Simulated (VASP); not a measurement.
Here is a VASP 6.6.1 calculation.

The input INCAR:

```
ALGO = Normal
EDIFF = 1E-7
EDIFFG = -0.01
ENCUT = 600
GGA = PE
IBRION = 2
ISIF = 3
ISMEAR = -1
LASPH = True
LCHARG = False
LREAL = False
LWAVE = False
NELM = 100
NSW = 50
PREC = Accurate
PSTRESS = 300.0
SIGMA = 0.1
```

KPOINTS

```
k-points
0
Gamma
  10 10 6
```

POSCAR

```
W
1.0
    2.8200000000      0.0000000000      0.0000000000
   -1.4100000000      2.4421916387      0.0000000000
    0.0000000000      0.0000000000      4.6050600000
W
2
Direct
    0.3333333333      0.6666666667      0.2500000000
    0.6666666667      0.3333333333      0.7500000000
```

Potentials or basis: VASP PAW PBE potentials, release 64 (W_sv).

Run with:

```console
$ cat potpaw_PBE.64/W_sv/POTCAR > POTCAR
$ mpirun -np 1 vasp_std > vasp.out
```

Estimate the band gap on the k mesh.

zero (band 14 reaches 13.26 eV, above the bottom of band 15 at 11.22 eV).

Estimate the relaxed volume.

15.12 Å³/atom.

What does it give for the relaxed cell?

a = 2.713 Å, b = 2.713 Å, c = 4.746 Å, α = 90.00°, β = 90.00°, γ = 120.00°.

The path:
| step | energy change (eV) | largest force (eV/Å) | pressure (GPa) | volume (Å³) |
| --- | --- | --- | --- | --- |
| 1 | 0.0000 | 0.0000 | 11.33 | 31.71 |
| 2 | 3.7081 | 0.0000 | 176.68 | 23.91 |
| 3 | 0.1685 | 0.0000 | 29.80 | 30.15 |
| 4 | 0.1961 | 0.0000 | 31.94 | 30.00 |
| 5 | 0.2057 | 0.0000 | 32.67 | 29.94 |
| 6 | 0.1356 | 0.0000 | 33.24 | 30.03 |
| 7 | 0.1350 | 0.0000 | 32.97 | 30.02 |
| 8 | -0.0308 | 0.0000 | 20.22 | 31.03 |
| 9 | 0.0914 | 0.0000 | 29.98 | 30.25 |

Caveat: the cell is relaxed towards a set pressure, so the enthalpy falls and the energy may rise; spin-orbit coupling is left out, which moves the levels of the heavy elements.
